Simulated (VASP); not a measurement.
# AlGa3N4 (Cm) in VASP: further runs

AlGa3N4 is run at these levels: r2SCAN; tasks: single point.

All numbers are computed with VASP 6.6.1; they aren't measurements. Logs are shortened: lines on timing, memory, paths and dates and some standing lists are left out, and cuts for length are marked.

## (1) The cell of the first run

Symmetry: Cm, No. 8, monoclinic system. The conventional cell has a = 6.315 Å, b = 6.315 Å, c = 4.465 Å, α = 90.00°, β = 90.00°, γ = 90.00°. Al (site symmetry m) has 4 N at 1.89 Å within 2.5 Å. Ga (site symmetry m) has 4 N at 1.92 to 1.98 Å within 2.5 Å. Within 2.5 Å of Ga (site symmetry 1) lie 4 N at 1.92 to 1.98 Å. Within 2.5 Å of N (site symmetry 1) lie 1 Al at 1.89 Å and 3 Ga at 1.92 to 1.98 Å. Within 2.5 Å of N (site symmetry m) lie 1 Al at 1.89 Å and 3 Ga at 1.92 to 1.95 Å. Within 2.5 Å of N (site symmetry m) lie 1 Al at 1.89 Å and 3 Ga at 1.95 to 1.98 Å.

## (2) Single point, r2SCAN (all Ga atoms moved +0.037 Å, as atom 2 along Cartesian [1 -1 0])

The input, POSCAR:

```
AlGa3N4
1.0
    4.4653444522      0.0000000000      0.0000000000
    0.0000000000      4.4653444522      0.0000000000
    0.0000000000      0.0000000000      4.4653444522
Al Ga N
1 3 4
Direct
    0.0000000000      0.0000000000      0.0000000000
    0.5059382887      0.4940617113      0.0000000000
    0.5059382887     -0.0059382887      0.5000000000
    0.0059382887      0.4940617113      0.5000000000
    0.7553510553      0.7553510553      0.2446489447
    0.7553510553      0.2446489447      0.7553510553
    0.2446489447      0.7553510553      0.7553510553
    0.2446489447      0.2446489447      0.2446489447
```

The input, INCAR.step1:

```
SYSTEM = AlGa3N4
PREC = Accurate
ENCUT = 520
ISMEAR = 0
SIGMA = 0.05
LREAL = .FALSE.
LASPH = .TRUE.
NELM = 60
NBANDS = 41
GGA = PE
ALGO = Normal
EDIFF = 1E-4
LWAVE = .TRUE.
LCHARG = .FALSE.
```

The input, INCAR.step2:

```
SYSTEM = AlGa3N4
PREC = Accurate
ENCUT = 520
EDIFF = 1E-6
ISMEAR = 0
SIGMA = 0.05
LREAL = .FALSE.
LASPH = .TRUE.
NELM = 60
ALGO = Normal
ISIF = 2
LWAVE = .FALSE.
LCHARG = .FALSE.
METAGGA = R2SCAN
LMIXTAU = .TRUE.
NBANDS = 41
ISTART = 1
```

The input, KPOINTS:

```
Automatic mesh
0
G
  6 6 6
  0 0 0
```

Potentials or basis: VASP PAW PBE potentials, release 64 (Al, Ga_d, N).

Started as:

```bash
cat potpaw_PBE.64/Al/POTCAR potpaw_PBE.64/Ga_d/POTCAR potpaw_PBE.64/N/POTCAR > POTCAR
cp INCAR.step1 INCAR
mpirun -np 1 vasp_std > vasp.out
cp INCAR.step2 INCAR
mpirun -np 1 vasp_std > vasp.out
```

OUTCAR:

```text
SYSTEM = AlGa3N4
   PREC = Accurate
   ENCUT = 520
   EDIFF = 1E-6
   ISMEAR = 0
   LREAL = .FALSE.
   LASPH = .TRUE.
   NELM = 60
   ISIF = 2
   METAGGA = R2SCAN
   ISTART = 1

 ion  position               nearest neighbor table
   1  0.000  0.000  0.000-   5 1.89   6 1.89   7 1.89   8 1.89   2 3.12   3 3.14   4 3.14   3 3.14
                             4 3.14
   2  0.506  0.494  0.000-   6 1.92   5 1.95   8 1.95   7 1.98   1 3.12
   3  0.506  0.994  0.500-   5 1.92   6 1.95   7 1.95   8 1.98   1 3.14   1 3.14
   4  0.006  0.494  0.500-   8 1.92   6 1.95   7 1.95   5 1.98   1 3.14   1 3.14
   5  0.755  0.755  0.245-   1 1.89   3 1.92   2 1.95   4 1.98
   6  0.755  0.245  0.755-   1 1.89   2 1.92   3 1.95   4 1.95
   7  0.245  0.755  0.755-   1 1.89   3 1.95   4 1.95   2 1.98
   8  0.245  0.245  0.245-   1 1.89   4 1.92   2 1.95   3 1.98

  LATTYP: Found a simple cubic cell.
 ALAT       =     4.4653444522

  Lattice vectors:

 A1 = (   4.4653444522,   0.0000000000,   0.0000000000)
 A2 = (   0.0000000000,   4.4653444522,   0.0000000000)
 A3 = (   0.0000000000,   0.0000000000,   4.4653444522)

Analysis of symmetry for initial positions (statically):
=====================================================================
 Subroutine PRICEL returns:
 Original cell was already a primitive cell.

 Routine SETGRP: Setting up the symmetry group for a
 simple cubic supercell.

 Subroutine GETGRP returns: Found  2 space group operations
 (whereof  2 operations were pure point group operations)
 out of a pool of 48 trial point group operations.

The static configuration has the point symmetry C_1h.

Analysis of symmetry for dynamics (positions and initial velocities):
=====================================================================
 Subroutine PRICEL returns:
 Original cell was already a primitive cell.

 Routine SETGRP: Setting up the symmetry group for a
 simple cubic supercell.

 Subroutine GETGRP returns: Found  2 space group operations
 (whereof  2 operations were pure point group operations)
 out of a pool of 48 trial point group operations.

The dynamic configuration has the point symmetry C_1h.

 Subroutine INISYM returns: Found  2 space group operations
 (whereof  2 operations are pure point group operations),
 and found     1 'primitive' translations

----------------------------------------------------------------------------------------

                                     Primitive cell

  volume of cell :      89.0358

  direct lattice vectors                    reciprocal lattice vectors
     4.465344452  0.000000000  0.000000000     0.223946889  0.000000000  0.000000000
     0.000000000  4.465344452  0.000000000     0.000000000  0.223946889  0.000000000
     0.000000000  0.000000000  4.465344452     0.000000000  0.000000000  0.223946889

  length of vectors
     4.465344452  4.465344452  4.465344452     0.223946889  0.223946889  0.223946889

  position of ions in fractional coordinates (direct lattice)
     0.000000000  0.000000000  0.000000000
     0.505938289  0.494061711  0.000000000
     0.505938289  0.994061711  0.500000000
     0.005938289  0.494061711  0.500000000
     0.755351055  0.755351055  0.244648945
     0.755351055  0.244648945  0.755351055
     0.244648945  0.755351055  0.755351055
     0.244648945  0.244648945  0.244648945

  ion indices of the primitive-cell ions
   primitive index   ion index
                 1           1
                 2           2
                 3           3
                 4           4
                 5           5
                 6           6
                 7           7
                 8           8

----------------------------------------------------------------------------------------

 KPOINTS: Automatic mesh

Automatic generation of k-mesh.
 Grid dimensions read from file:
 generate k-points for:    6    6    6

 Generating k-lattice:

  Cartesian coordinates                     Fractional coordinates (reciprocal lattice)
     0.037324482  0.000000000  0.000000000     0.166666667  0.000000000  0.000000000
     0.000000000  0.037324482  0.000000000     0.000000000  0.166666667  0.000000000
     0.000000000  0.000000000  0.037324482     0.000000000  0.000000000  0.166666667

  Length of vectors
     0.037324482  0.037324482  0.037324482

  Shift w.r.t. Gamma in fractional coordinates (k-lattice)
     0.000000000  0.000000000  0.000000000

 Subroutine IBZKPT returns following result:
 ===========================================

 Found     68 irreducible k-points:

 Following reciprocal coordinates:
            Coordinates               Weight
  0.000000  0.000000  0.000000      1.000000
  0.166667  0.000000  0.000000      4.000000
  0.000000  0.000000  0.166667      2.000000
  0.333333  0.000000  0.000000      4.000000
  0.000000  0.000000  0.333333      2.000000
  0.500000  0.000000  0.000000      2.000000
[... 16 lines left out ...]
  0.333333  0.000000  0.333333      4.000000
 -0.333333  0.333333  0.000000      2.000000
 [... further k-points ...]
   k-points           NKPTS =     68   k-points in BZ     NKDIM =     68   number of bands    NBANDS=     41
   number of dos      NEDOS =    301   number of ions     NIONS =      8
   total plane-waves  NPLWV =  46656
   dimension x,y,z NGX =    36 NGY =   36 NGZ =   36
   dimension x,y,z NGXF=    72 NGYF=   72 NGZF=   72
   ions per type =               1   3   4
   NGX,Y,Z   is equivalent  to a cutoff of  13.40, 13.40, 13.40 a.u.
   NGXF,Y,Z  is equivalent  to a cutoff of  26.81, 26.81, 26.81 a.u.
 SYSTEM =  AlGa3N4
   PREC   = accura    normal or accurate (medium, high low for compatibility)
   ISTART =      1    job   : 0-new  1-cont  2-samecut
   ICHARG =      0    charge: 1-file 2-atom 10-const
   ISPIN  =      1    spin polarized calculation?
   LNONCOLLINEAR =      F non collinear calculations
   LSORBIT =      F    spin-orbit coupling
   LASPH  =      T    aspherical Exc in radial PAW
   ENCUT  =  520.0 eV  38.22 Ry    6.18 a.u.   8.30  8.30  8.30*2*pi/ulx,y,z
   NELM   =     60;   NELMIN=  2; NELMDL=  0     # of ELM steps
   EDIFF  = 0.1E-05   stopping-criterion for ELM
   LREAL  =      F    real-space projection
   EDIFFG = 0.1E-04   stopping-criterion for IOM
   NSW    =      0    number of steps for IOM
   IBRION =     -1    ionic relax: 0-MD 1-quasi-New 2-CG
   NFREE  =      0    steps in history (QN), initial steepest desc. (CG)
   ISIF   =      2    stress and relaxation
   ISYM   =      2    0-nonsym 1-usesym 2-fastsym
   POTIM  = 0.5000    time-step for ionic-motion
   TEBEG  =    0.0;   TEEND  =   0.0 temperature during run
   PSTRESS=    0.0 pullay stress
   NELECT =      62.0000    total number of electrons
   NUPDOWN=      -1.0000    fix difference up-down
   EMIN   =  10.00;   EMAX   =-10.00  energy-range for DOS
   EFERMI =   0.00;   METHOD = LEGACY
   ISMEAR =     0;   SIGMA  =   0.05  broadening in eV -4-tet -1-fermi 0-gaus
   EFERMI_NEDOS =   21; number of points for ismear=-14 and -15
   IALGO  =     38    algorithm
   IMIX   =      4    mixing-type and parameters
     AMIX     =   0.40;   BMIX     =  1.00
     AMIX_MAG =   1.60;   BMIX_MAG =  1.00
  volume/ion in A,a.u.               =      11.13        75.11
  Fermi-wavevector in a.u.,A,eV,Ry     =   1.451055  2.742096 28.647877  2.105560
  Thomas-Fermi vector in A             =   2.568596
   LORBIT       =      0    0 simple, 1 ext, 2 COOP (PROOUT), +10 PAW based schemes
   METAGGA = R2SCAN    functional components
   LHFCALC =     F    Hartree Fock is set to
   AEXX    =    0.0000 exact exchange contribution
   IVDW    =     0    specifies the selected vdW correction
   LEPSILON=     F    determine dielectric tensor
   LRPA    =     F    only Hartree local field effects (RPA)
 non-spin polarized calculation
 Gauss-broadening in eV      SIGMA  =   0.05
  energy-cutoff  :      520.00
  volume of cell :       89.04
 maximum number of plane-waves:      2440
 NGX is ok and might be reduce to    36
   NGX = 17   NGY = 17   NGZ = 17

 number of electron      62.0000008 magnetization

 Free energy of the ion-electron system (eV)
  ---------------------------------------------------
  ext. energy  EPLUGINS =         0.00000000
  ---------------------------------------------------
  free energy    TOTEN  =       -84.83306350 eV

  energy without entropy =      -84.83306350  energy(sigma->0) =      -84.83306350

 E-fermi :   5.4671     XC(G=0): -12.3822

 val. band max:        5.2530940443   @ k =   0.0000   0.0000   0.0000
 cond. band min:       8.0009773890   @ k =   0.0000   0.0000   0.0000
 fundamental gap:      2.7478833446
 Fermi energy:         5.4671487362

 k-point     1 :       0.0000    0.0000    0.0000
  band No.  band energies     occupation
      1     -11.3140      2.00000
      2      -9.9774      2.00000
      3      -9.9209      2.00000
      4      -9.8536      2.00000
      5      -8.3278      2.00000
      6      -8.3197      2.00000
[... 33 lines left out ...]
     40      16.8051      0.00000
     41      16.8623      0.00000

 k-point     2 :       0.1667    0.0000    0.0000
  band No.  band energies     occupation
      1     -11.2027      2.00000
      2     -10.0014      2.00000
      3      -9.9441      2.00000
      4      -9.8640      2.00000
      5      -8.3265      2.00000
      6      -8.3193      2.00000
[... 33 lines left out ...]
     40      17.0030      0.00000
     41      17.0761      0.00000

 k-point     3 :       0.0000    0.0000    0.1667
  band No.  band energies     occupation
      1     -11.2024      2.00000
      2     -10.0121      2.00000
      3      -9.9234      2.00000
      4      -9.8742      2.00000
      5      -8.3281      2.00000
      6      -8.3156      2.00000
[... 33 lines left out ...]
     40      17.0311      0.00000
     41      17.0491      0.00000

 k-point     4 :       0.3333    0.0000    0.0000
  band No.  band energies     occupation
      1     -10.9030      2.00000
      2     -10.1587      2.00000
      3      -9.9633      2.00000
      4      -9.8757      2.00000
      5      -8.3077      2.00000
      6      -8.2961      2.00000
[... 825 lines left out ...]
     40      15.6264      0.00000
     41      16.0693      0.00000

 k-point    23 :       0.3333    0.0000    0.3333
  band No.  band energies     occupation
      1     -10.6118      2.00000
      2     -10.1596      2.00000
      3     -10.0319      2.00000
      4      -9.9486      2.00000
      5      -8.3132      2.00000
      6      -8.3008      2.00000
[... 33 lines left out ...]
     40      15.8424      0.00000
     41      16.0511      0.00000

 k-point    24 :      -0.3333    0.3333    0.0000
  band No.  band energies     occupation
      1     -10.6105      2.00000
      2     -10.1277      2.00000
      3     -10.0700      2.00000
      4      -9.9428      2.00000
      5      -8.3117      2.00000
      6      -8.2990      2.00000
[... 33 lines left out ...]
     40      15.7365      0.00000
     41      16.0617      0.00000

 [... further k-points ...]
[... 5 lines left out ...]
  --------------------------------------------------------------------------------------
  -------------------------------------------------------------------------------------
  Total        0.5077598      0.5077598      0.4886082     -0.0861280      0.7152779     -0.7153166
  in kB        9.1370074      9.1370074      8.7923802     -1.5498520     12.8712438    -12.8719394
  external PRESSURE =       9.0221317 kB  Pullay stress =       0.0000000 kB

 VOLUME and BASIS-vectors are now :
 -----------------------------------------------------------------------------
  energy-cutoff  :      520.00
  volume of cell :       89.04
      direct lattice vectors                 reciprocal lattice vectors
     4.465344452  0.000000000  0.000000000     0.223946889  0.000000000  0.000000000
     0.000000000  4.465344452  0.000000000     0.000000000  0.223946889  0.000000000
     0.000000000  0.000000000  4.465344452     0.000000000  0.000000000  0.223946889

 POSITION                                       TOTAL-FORCE (eV/Angst)
 -----------------------------------------------------------------------------------
      0.00000      0.00000      0.00000         0.153135     -0.153135      0.002303
      2.25919      2.20616      0.00000        -0.477260      0.477260      0.036784
      2.25919      4.43883      2.23267        -0.474825      0.236394      0.037191
      0.02652      2.20616      2.23267        -0.236394      0.474825      0.037191
      3.37290      3.37290      1.09244         0.358755     -0.267304     -0.081743
      3.37290      1.09244      3.37290         0.265060     -0.265060     -0.084049
      1.09244      3.37290      3.37290         0.144225     -0.144225      0.134066
      1.09244      1.09244      1.09244         0.267304     -0.358755     -0.081743
 -----------------------------------------------------------------------------------
    total drift:                               -0.000470      0.000475     -0.007551

  FREE ENERGIE OF THE ION-ELECTRON SYSTEM (eV)
  ---------------------------------------------------
  free  energy   TOTEN  =       -84.8330634954 eV

  energy  without entropy=      -84.8330634954  energy(sigma->0) =      -84.83306350
```

It took 8.4 min on 1 thread of Intel Xeon Platinum 8488C (Sapphire Rapids), shared host; peak memory 0.35 GiB.

Results:

| Quantity | Value |
| --- | --- |
| Free energy | -84.8331 eV |
| Pressure | 0.9 GPa |
| Largest force | 0.676 eV/Å |
| Band gap on the k mesh | 2.75 eV |

Forces in eV/Å, atoms in the order of the input:
```
Al   0.153 -0.153  0.002
Ga  -0.477  0.477  0.037
Ga  -0.475  0.236  0.037
Ga  -0.236  0.475  0.037
N    0.359 -0.267 -0.082
N    0.265 -0.265 -0.084
N    0.144 -0.144  0.134
N    0.267 -0.359 -0.082
```

Levels at points of the mesh, in eV from the valence-band top:
```tsv
k point	band 27	band 28	band 29	band 30	band 31	band 32	band 33	band 34	band 35	band 36
(0.00, 0.00, 0.00)	-2.55	-2.54	-0.13	-0.06	0.00	2.75	3.76	3.85	3.95	7.09
(0.50, 0.00, 0.00)	-2.94	-1.61	-1.58	-1.34	-1.19	5.37	5.50	6.68	6.76	8.34
(0.00, 0.00, 0.50)	-2.94	-1.60	-1.59	-1.27	-1.27	5.38	5.48	6.72	6.73	8.35
(0.50, 0.50, 0.00)	-3.05	-1.09	-1.04	-1.02	-0.67	7.25	7.44	7.45	7.90	7.95
(0.00, 0.50, 0.50)	-3.08	-1.09	-1.05	-1.04	-0.66	7.24	7.44	7.45	7.86	7.99
(0.50, 0.50, 0.50)	-0.90	-0.87	-0.77	-0.67	-0.66	5.47	5.51	5.55	6.87	9.67
```

Caveat: the cell differs from its parent crystal (all Ga atoms moved +0.037 Å, as atom 2 along Cartesian [1 -1 0]); the PAW data sets were made with another functional, which shifts forces and pressure a little.

(Continued in part 2 of 2.)
